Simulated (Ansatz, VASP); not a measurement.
**Two plane-wave programs on Ta2Se5**

```
Ta Se
1.0
     4.91442    0.00000    0.00000
    -2.45721    4.25602    0.00000
     0.00000    0.00000    7.86128
Ta Se
2 5
Direct
  0.00000 0.00000 0.85615
  0.00000 0.00000 0.14385
  0.33333 0.66667 0.00000
  0.66667 0.33333 0.00000
  0.33333 0.66667 0.50000
  0.66667 0.33333 0.50000
  0.00000 0.00000 0.50000
```

Alike in both runs: functional PBE; k mesh 6 × 6 × 4; occupations gaussian, width 0.1 eV; no spin polarisation.

Ansatz relaxed the structure, and its values are those at the end. VASP's run is a single point on that final structure, the one shown.

|  | VASP | Ansatz |
| --- | --- | --- |
| version | VASP 6.6.1 | Ansatz 0.2.0 |
| potentials or method | VASP PAW PBE potentials, release 64 (Ta_pv, Se), cutoff 520 eV | scalar-relativistic, plane waves, PAW |
| valence electrons in the cell | 52 | 106 |

```tsv
	VASP	Ansatz	Ansatz less VASP
gap on the k mesh at the Fermi level (eV)	none	none	-
pressure (GPa)	0.2	0.0	-0.16
rms of the force components (eV/Å)	0.042	0.002	-0.0410
```

A gap of «none» marks a metal or a gap that the smearing closes. With one functional, cell and mesh, what is left measures potentials, basis and numerics. VASP's potentials hold 52 valence electrons a cell and Ansatz's 106, so a difference there can come from the potentials and not from the codes.

Neither program's run includes spin-orbit coupling.
